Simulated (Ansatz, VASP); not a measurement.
# WS2 in VASP and in Ansatz

```
W S
1.0
     3.12394    0.00000    0.00000
    -1.56197    2.70541    0.00000
     0.00000    0.00000   16.93754
W S
1 2
Direct
  0.33333 0.66667 0.00040
  0.64720 0.33333 0.90599
  0.68613 0.33333 0.09169
```

Change from the starting cell: mode 4 frozen in at -0.061 Å and mode 9 at -0.020 Å (largest displacements).

Alike in both runs: task single point; functional PBEsol; dispersion D3(BJ); k mesh 12 × 12 × 2; occupations gaussian, width 0.05 eV; no spin polarisation.

```csv
,VASP,Ansatz
version,VASP 6.6.1,Ansatz 0.2.0
potentials or method,"VASP PAW PBE potentials, release 64 (W_sv, S), cutoff 520 eV","scalar-relativistic, plane waves, PAW"
valence electrons in the cell,26,26
```

```csv
,VASP,Ansatz,Ansatz less VASP
gap on the k mesh at the Fermi level (eV),1.97,1.97,0.000
least direct gap on the mesh (eV),2.03,2.03,-0.004
rms of the force components (eV/Å),0.481,0.480,-0.0014
```

VASP's potentials were made for PBE, not for PBEsol, and Ansatz warns of the same on its side. Atom by atom the forces differ by 0.010 eV/Å (rms over components).

Spin-orbit coupling is off throughout.
